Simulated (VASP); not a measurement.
A run of VASP 6.6.1 is set up as follows.

INCAR

```
  PREC = Accurate
  ENCUT = 520
  EDIFF = 1E-6
  ISMEAR = 0
  SIGMA = 0.02
  LREAL = False
  LASPH = True
  NELM = 80
  ALGO = Normal
  ISIF = 2
  LWAVE = False
  LCHARG = False
  LDIPOL = True
  IDIPOL = 3
  DIPOL = 0.5 0.5 0.500
  GGA = PE
  IVDW = 12
  NBANDS = 11
```

Contents of KPOINTS:

```
Automatic mesh
0
Gamma
  12 12 1
```

File POSCAR:

```
BN
1.0
    2.4800000000      0.0000000000      0.0000000000
   -1.2400000000      2.1477430014      0.0000000000
    0.0000000000      0.0000000000     26.0000000000
B N
1 1
Direct
    0.0000000000      0.0000000000      0.5055000000
    0.6666666667      0.3333333333      0.4945000000
```

Potentials or basis: VASP PAW PBE potentials, release 64 (B, N).

Launch:

```sh
$ cat potpaw_PBE.64/B/POTCAR potpaw_PBE.64/N/POTCAR > POTCAR
$ mpirun -np 1 vasp_std > vasp.out
```

**Question.** What does it give for the band gap on the k mesh?

**Answer.** 3.61 eV, indirect (least direct gap 4.27 eV).

**Question.** Predict the largest force.

**Answer.** 4.108 eV/Å.

**Question.** Predict the dispersion energy per atom.

**Answer.** -0.079 eV.

Forces in eV/Å, atoms in the order of the input:
```
B    0.000  0.000 -4.108
N    0.000  0.000  4.108
```
